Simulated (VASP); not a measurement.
# PbS (Fm-3m) in VASP: a series of runs

PbS is run at these levels: PBE, r2SCAN; tasks: single point.

All numbers are computed with VASP 6.6.1; they aren't measurements. Logs are shortened: lines on timing, memory, paths and dates and some standing lists are left out, and cuts for length are marked.

**1. The cell of the first run**

The structure is cubic, space group Fm-3m (No. 225). Conventional cell: a = 6.008 Å, b = 6.008 Å, c = 6.008 Å, α = 90.00°, β = 90.00°, γ = 90.00°. Within 4.0 Å of Pb (site symmetry m-3m) lie 6 S at 3.00 Å. S (site symmetry m-3m) has 6 Pb at 3.00 Å within 4.0 Å.

**2. Single point, PBE**

File INCAR:

```
SYSTEM = PbS
PREC = Accurate
ENCUT = 520
EDIFF = 1E-6
ISMEAR = 0
SIGMA = 0.01
LREAL = .False.
LASPH = .True.
NELM = 80
ALGO = Normal
ISIF = 2
LWAVE = .False.
LCHARG = .False.
GGA = PE
NBANDS = 17
```

File KPOINTS:

```
Automatic mesh
0
Gamma
  6 6 6
  0 0 0
```

File POSCAR:

```
PbS
1.0
    0.0000000000      3.0038467816      3.0038467816
    3.0038467816      0.0000000000      3.0038467816
    3.0038467816      3.0038467816      0.0000000000
Pb S
1 1
Direct
    0.0000000000      0.0000000000      0.0000000000
    0.5000000000      0.5000000000      0.5000000000
```

Potentials or basis: VASP PAW PBE potentials, release 64 (Pb_d, S).

Run with:

```
$ cat potpaw_PBE.64/Pb_d/POTCAR potpaw_PBE.64/S/POTCAR > POTCAR
$ mpirun -np 1 vasp_std > vasp.out
```

OUTCAR:

```text
SYSTEM = PbS
   PREC = Accurate
   ENCUT = 520
   EDIFF = 1E-6
   ISMEAR = 0
   LREAL = .False.
   LASPH = .True.
   NELM = 80
   ISIF = 2
   GGA = PE

 ion  position               nearest neighbor table
   1  0.000  0.000  0.000-   2 3.00   2 3.00   2 3.00   2 3.00   2 3.00   2 3.00
   2  0.500  0.500  0.500-   1 3.00   1 3.00   1 3.00   1 3.00   1 3.00   1 3.00

  LATTYP: Found a face centered cubic cell.
 ALAT       =     6.0076935632

  Lattice vectors:

 A1 = (   0.0000000000,   3.0038467816,   3.0038467816)
 A2 = (   3.0038467816,   0.0000000000,   3.0038467816)
 A3 = (   3.0038467816,   3.0038467816,   0.0000000000)

Analysis of symmetry for initial positions (statically):
=====================================================================
 Subroutine PRICEL returns:
 Original cell was already a primitive cell.

 Routine SETGRP: Setting up the symmetry group for a
 face centered cubic supercell.

 Subroutine GETGRP returns: Found 48 space group operations
 (whereof 48 operations were pure point group operations)
 out of a pool of 48 trial point group operations.

The static configuration has the point symmetry O_h .

Analysis of symmetry for dynamics (positions and initial velocities):
=====================================================================
 Subroutine PRICEL returns:
 Original cell was already a primitive cell.

 Routine SETGRP: Setting up the symmetry group for a
 face centered cubic supercell.

 Subroutine GETGRP returns: Found 48 space group operations
 (whereof 48 operations were pure point group operations)
 out of a pool of 48 trial point group operations.

The dynamic configuration has the point symmetry O_h .

 Subroutine INISYM returns: Found 48 space group operations
 (whereof 48 operations are pure point group operations),
 and found     1 'primitive' translations

----------------------------------------------------------------------------------------

                                     Primitive cell

  volume of cell :      54.2080

  direct lattice vectors                    reciprocal lattice vectors
     0.000000000  3.003846782  3.003846782    -0.166453230  0.166453230  0.166453230
     3.003846782  0.000000000  3.003846782     0.166453230 -0.166453230  0.166453230
     3.003846782  3.003846782  0.000000000     0.166453230  0.166453230 -0.166453230

  length of vectors
     4.248080858  4.248080858  4.248080858     0.288305452  0.288305452  0.288305452

  position of ions in fractional coordinates (direct lattice)
     0.000000000  0.000000000  0.000000000
     0.500000000  0.500000000  0.500000000

  ion indices of the primitive-cell ions
   primitive index   ion index
                 1           1
                 2           2

----------------------------------------------------------------------------------------

 KPOINTS: Automatic mesh

Automatic generation of k-mesh.
 Grid dimensions read from file:
 generate k-points for:    6    6    6

 Generating k-lattice:

  Cartesian coordinates                     Fractional coordinates (reciprocal lattice)
    -0.027742205  0.027742205  0.027742205     0.166666667  0.000000000  0.000000000
     0.027742205 -0.027742205  0.027742205     0.000000000  0.166666667  0.000000000
     0.027742205  0.027742205 -0.027742205     0.000000000  0.000000000  0.166666667

  Length of vectors
     0.048050909  0.048050909  0.048050909

  Shift w.r.t. Gamma in fractional coordinates (k-lattice)
     0.000000000  0.000000000  0.000000000

 Subroutine IBZKPT returns following result:
 ===========================================

 Found     16 irreducible k-points:

 Following reciprocal coordinates:
            Coordinates               Weight
  0.000000  0.000000  0.000000      1.000000
  0.166667  0.000000  0.000000      8.000000
  0.333333  0.000000  0.000000      8.000000
  0.500000  0.000000  0.000000      4.000000
  0.166667  0.166667  0.000000      6.000000
  0.333333  0.166667  0.000000     24.000000
[... 8 lines left out ...]
 -0.333333  0.333333  0.166667     24.000000
 -0.333333  0.500000  0.166667     12.000000
   k-points           NKPTS =     16   k-points in BZ     NKDIM =     16   number of bands    NBANDS=     17
   number of dos      NEDOS =    301   number of ions     NIONS =      2
   total plane-waves  NPLWV =  32768
   dimension x,y,z NGX =    32 NGY =   32 NGZ =   32
   dimension x,y,z NGXF=    64 NGYF=   64 NGZF=   64
   ions per type =               1   1
   NGX,Y,Z   is equivalent  to a cutoff of  12.52, 12.52, 12.52 a.u.
   NGXF,Y,Z  is equivalent  to a cutoff of  25.05, 25.05, 25.05 a.u.
 SYSTEM =  PbS
   PREC   = accura    normal or accurate (medium, high low for compatibility)
   ISTART =      0    job   : 0-new  1-cont  2-samecut
   ICHARG =      2    charge: 1-file 2-atom 10-const
   ISPIN  =      1    spin polarized calculation?
   LNONCOLLINEAR =      F non collinear calculations
   LSORBIT =      F    spin-orbit coupling
   LASPH  =      T    aspherical Exc in radial PAW
   ENCUT  =  520.0 eV  38.22 Ry    6.18 a.u.   7.90  7.90  7.90*2*pi/ulx,y,z
   NELM   =     80;   NELMIN=  2; NELMDL= -5     # of ELM steps
   EDIFF  = 0.1E-05   stopping-criterion for ELM
   LREAL  =      F    real-space projection
   EDIFFG = 0.1E-04   stopping-criterion for IOM
   NSW    =      0    number of steps for IOM
   IBRION =     -1    ionic relax: 0-MD 1-quasi-New 2-CG
   NFREE  =      0    steps in history (QN), initial steepest desc. (CG)
   ISIF   =      2    stress and relaxation
   ISYM   =      2    0-nonsym 1-usesym 2-fastsym
   POTIM  = 0.5000    time-step for ionic-motion
   TEBEG  =    0.0;   TEEND  =   0.0 temperature during run
   PSTRESS=    0.0 pullay stress
   NELECT =      20.0000    total number of electrons
   NUPDOWN=      -1.0000    fix difference up-down
   EMIN   =  10.00;   EMAX   =-10.00  energy-range for DOS
   EFERMI =   0.00;   METHOD = LEGACY
   ISMEAR =     0;   SIGMA  =   0.01  broadening in eV -4-tet -1-fermi 0-gaus
   EFERMI_NEDOS =   21; number of points for ismear=-14 and -15
   IALGO  =     38    algorithm
   IMIX   =      4    mixing-type and parameters
     AMIX     =   0.40;   BMIX     =  1.00
     AMIX_MAG =   1.60;   BMIX_MAG =  1.00
  volume/ion in A,a.u.               =      27.10       182.91
  Fermi-wavevector in a.u.,A,eV,Ry     =   1.174168  2.218857 18.757964  1.378671
  Thomas-Fermi vector in A             =   2.310570
   LORBIT       =      0    0 simple, 1 ext, 2 COOP (PROOUT), +10 PAW based schemes
   GGA     = PE    functional components
   LHFCALC =     F    Hartree Fock is set to
   AEXX    =    0.0000 exact exchange contribution
   IVDW    =     0    specifies the selected vdW correction
   LEPSILON=     F    determine dielectric tensor
   LRPA    =     F    only Hartree local field effects (RPA)
 non-spin polarized calculation
 Gauss-broadening in eV      SIGMA  =   0.01
  energy-cutoff  :      520.00
  volume of cell :       54.21
 maximum number of plane-waves:      1476
   NGX = 15   NGY = 15   NGZ = 15

 number of electron      20.0000003 magnetization

 Free energy of the ion-electron system (eV)
  ---------------------------------------------------
  ext. energy  EPLUGINS =         0.00000000
  ---------------------------------------------------
  free energy    TOTEN  =        -8.77117163 eV

  energy without entropy =       -8.77117163  energy(sigma->0) =       -8.77117163

 E-fermi :   5.3322     XC(G=0):  -9.5041

 val. band max:        5.2873811248   @ k =   0.5000   0.0000   0.0000
 cond. band min:       5.7857832028   @ k =   0.5000   0.0000   0.0000
 fundamental gap:      0.4984020780
 Fermi energy:         5.3321620115

 k-point     1 :       0.0000    0.0000    0.0000
  band No.  band energies     occupation
      1     -11.4388      2.00000
      2     -11.4388      2.00000
      3     -11.4388      2.00000
      4     -11.4216      2.00000
      5     -11.4216      2.00000
      6      -7.9336      2.00000
[... 9 lines left out ...]
     16      12.1532      0.00000
     17      14.0917      0.00000

 k-point     2 :       0.1667    0.0000    0.0000
  band No.  band energies     occupation
      1     -11.4376      2.00000
      2     -11.4357      2.00000
      3     -11.4357      2.00000
      4     -11.4212      2.00000
      5     -11.4212      2.00000
      6      -7.7146      2.00000
[... 9 lines left out ...]
     16      12.7378      0.00000
     17      15.7906      0.00000

 k-point     3 :       0.3333    0.0000    0.0000
  band No.  band energies     occupation
      1     -11.4448      2.00000
      2     -11.4448      2.00000
      3     -11.4358      2.00000
      4     -11.4051      2.00000
      5     -11.4051      2.00000
      6      -7.1645      2.00000
[... 9 lines left out ...]
     16      14.1210      0.00000
     17      17.3804      0.00000

 k-point     4 :       0.5000    0.0000    0.0000
  band No.  band energies     occupation
      1     -11.4508      2.00000
      2     -11.4508      2.00000
      3     -11.4352      2.00000
      4     -11.3957      2.00000
      5     -11.3957      2.00000
      6      -6.7856      2.00000
[... 9 lines left out ...]
     16      15.5102      0.00000
     17      15.7973      0.00000
[... 183 lines left out ...]
      1     -11.4856      2.00000
      2     -11.4392      2.00000
      3     -11.4265      2.00000
      4     -11.4024      2.00000
      5     -11.4005      2.00000
      6      -6.7479      2.00000
[... 9 lines left out ...]
     16      15.9300      0.00000
     17      16.2028      0.00000

 k-point    15 :      -0.3333    0.3333    0.1667
  band No.  band energies     occupation
      1     -11.4943      2.00000
      2     -11.4317      2.00000
      3     -11.4192      2.00000
      4     -11.4191      2.00000
      5     -11.3924      2.00000
      6      -6.4845      2.00000
[... 9 lines left out ...]
     16      16.7318      0.00000
     17      17.0357      0.00000

 k-point    16 :      -0.3333    0.5000    0.1667
  band No.  band energies     occupation
      1     -11.5213      2.00000
      2     -11.4425      2.00000
      3     -11.4132      2.00000
      4     -11.4056      2.00000
      5     -11.3863      2.00000
      6      -6.3868      2.00000
[... 9 lines left out ...]
     16      17.0561      0.00000
     17      17.6098      0.00000

------------------------ aborting loop because EDIFF is reached ----------------------------------------

  FORCE on cell =-STRESS in cart. coord.  units (eV):
  Direction    XX          YY          ZZ          XY          YZ          ZX
  --------------------------------------------------------------------------------------
  -------------------------------------------------------------------------------------
  Total       -0.0200869     -0.0200869     -0.0200869      0.0000000      0.0000000      0.0000000
  in kB       -0.5936920     -0.5936920     -0.5936920      0.0000000      0.0000000      0.0000000
  external PRESSURE =      -0.5936920 kB  Pullay stress =       0.0000000 kB

 VOLUME and BASIS-vectors are now :
 -----------------------------------------------------------------------------
  energy-cutoff  :      520.00
  volume of cell :       54.21
      direct lattice vectors                 reciprocal lattice vectors
     0.000000000  3.003846782  3.003846782    -0.166453230  0.166453230  0.166453230
     3.003846782  0.000000000  3.003846782     0.166453230 -0.166453230  0.166453230
     3.003846782  3.003846782  0.000000000     0.166453230  0.166453230 -0.166453230

 POSITION                                       TOTAL-FORCE (eV/Angst)
 -----------------------------------------------------------------------------------
      0.00000      0.00000      0.00000         0.000000     -0.000000     -0.000000
      3.00385      3.00385      3.00385        -0.000000      0.000000      0.000000
 -----------------------------------------------------------------------------------
    total drift:                                0.000000     -0.000000     -0.000000

  FREE ENERGIE OF THE ION-ELECTRON SYSTEM (eV)
  ---------------------------------------------------
  free  energy   TOTEN  =        -8.7711716341 eV

  energy  without entropy=       -8.7711716341  energy(sigma->0) =       -8.77117163
```

Wall time 29 s (1 thread of AMD EPYC 7R13, shared host); peak memory 0.14 GiB.

What came out:

```yaml
Free_energy: -8.7712 eV
Pressure: -0.1 GPa
Band_gap_on_the_k_mesh: 0.50 eV, direct
```

Caveat: spin-orbit coupling is left out, which moves the levels of the heavy elements. A k mesh can miss the band edges.

**3. Single point, PBE (volume changed by +3%)**

File INCAR:

```
PREC = Accurate
ENCUT = 520
EDIFF = 1E-7
ISMEAR = 0
SIGMA = 0.01
LREAL = F
LASPH = T
NELM = 100
ALGO = Normal
ISIF = 2
LWAVE = F
LCHARG = F
GGA = PE
NBANDS = 17
```

File KPOINTS:

```
Automatic mesh
0
Gamma
  6 6 6
```

File POSCAR:

```
PbS
1.0
    0.0000000000      3.0335897732      3.0335897732
    3.0335897732      0.0000000000      3.0335897732
    3.0335897732      3.0335897732      0.0000000000
Pb S
1 1
Direct
    0.0000000000      0.0000000000      0.0000000000
    0.5000000000      0.5000000000      0.5000000000
```

Potentials or basis: VASP PAW PBE potentials, release 64 (Pb_d, S).

Run with:

```
$ cat potpaw_PBE.64/Pb_d/POTCAR potpaw_PBE.64/S/POTCAR > POTCAR
$ mpirun -np 1 vasp_std > vasp.out
```

OUTCAR:

```text
PREC = Accurate
   ENCUT = 520
   EDIFF = 1E-7
   ISMEAR = 0
   LREAL = F
   LASPH = T
   NELM = 100
   ISIF = 2
   GGA = PE

 ion  position               nearest neighbor table
   1  0.000  0.000  0.000-   2 3.03   2 3.03   2 3.03   2 3.03   2 3.03   2 3.03
   2  0.500  0.500  0.500-   1 3.03   1 3.03   1 3.03   1 3.03   1 3.03   1 3.03

  LATTYP: Found a face centered cubic cell.
 ALAT       =     6.0671795464

  Lattice vectors:

 A1 = (   0.0000000000,   3.0335897732,   3.0335897732)
 A2 = (   3.0335897732,   0.0000000000,   3.0335897732)
 A3 = (   3.0335897732,   3.0335897732,   0.0000000000)

Analysis of symmetry for initial positions (statically):
=====================================================================
 Subroutine PRICEL returns:
 Original cell was already a primitive cell.

 Routine SETGRP: Setting up the symmetry group for a
 face centered cubic supercell.

 Subroutine GETGRP returns: Found 48 space group operations
 (whereof 48 operations were pure point group operations)
[... 151 lines left out ...]
  free energy    TOTEN  =        -8.76362644 eV

  energy without entropy =       -8.76362644  energy(sigma->0) =       -8.76362644

 E-fermi :   4.9697     XC(G=0):  -9.3676

 val. band max:        4.8954794916   @ k =   0.5000   0.0000   0.0000
 cond. band min:       5.4856521718   @ k =   0.5000   0.0000   0.0000
 fundamental gap:      0.5901726801
 Fermi energy:         4.9696825940

 k-point     1 :       0.0000    0.0000    0.0000
  band No.  band energies     occupation
      1     -11.7701      2.00000
      2     -11.7701      2.00000
      3     -11.7701      2.00000
      4     -11.7522      2.00000
      5     -11.7522      2.00000
      6      -8.0525      2.00000
[... 297 lines left out ...]
      4     -11.7405      2.00000
      5     -11.7235      2.00000
      6      -6.6162      2.00000
[... 9 lines left out ...]
     16      16.5963      0.00000
     17      17.2599      0.00000

------------------------ aborting loop because EDIFF is reached ----------------------------------------

  FORCE on cell =-STRESS in cart. coord.  units (eV):
  Direction    XX          YY          ZZ          XY          YZ          ZX
  --------------------------------------------------------------------------------------
  -------------------------------------------------------------------------------------
  Total       -0.5312888     -0.5312888     -0.5312888      0.0000000      0.0000000      0.0000000
  in kB      -15.2454666    -15.2454666    -15.2454666      0.0000000      0.0000000      0.0000000
  external PRESSURE =     -15.2454666 kB  Pullay stress =       0.0000000 kB

 VOLUME and BASIS-vectors are now :
 -----------------------------------------------------------------------------
  energy-cutoff  :      520.00
  volume of cell :       55.83
      direct lattice vectors                 reciprocal lattice vectors
     0.000000000  3.033589773  3.033589773    -0.164821231  0.164821231  0.164821231
     3.033589773  0.000000000  3.033589773     0.164821231 -0.164821231  0.164821231
     3.033589773  3.033589773  0.000000000     0.164821231  0.164821231 -0.164821231

 POSITION                                       TOTAL-FORCE (eV/Angst)
 -----------------------------------------------------------------------------------
      0.00000      0.00000      0.00000         0.000000      0.000000      0.000000
      3.03359      3.03359      3.03359        -0.000000     -0.000000     -0.000000
 -----------------------------------------------------------------------------------
    total drift:                                0.000000     -0.000000     -0.000000

  FREE ENERGIE OF THE ION-ELECTRON SYSTEM (eV)
  ---------------------------------------------------
  free  energy   TOTEN  =        -8.7636264430 eV

  energy  without entropy=       -8.7636264430  energy(sigma->0) =       -8.76362644
```

Wall time 29 s (1 thread of AMD EPYC 7R13, shared host); peak memory 0.14 GiB.

Results:

```
Free energy            : -8.7636 eV
Pressure               : -1.5 GPa
Band gap on the k mesh : 0.59 eV, direct
```

Levels at points of the mesh, in eV from the valence-band top:
```csv
k point,band 8,band 9,band 10,band 11,band 12,band 13
"(0.00, 0.00, 0.00)",-1.78,-1.78,-1.78,5.07,5.07,5.07
"(0.50, 0.00, 0.00)",-1.44,-1.44,0.00,0.59,2.16,2.16
"(0.50, 0.50, 0.00)",-4.57,-2.95,-2.95,4.21,5.41,5.49
```

Caveat: spin-orbit coupling is left out, which moves the levels of the heavy elements. A k mesh can miss the band edges.

(Continued in part 2 of 2.)
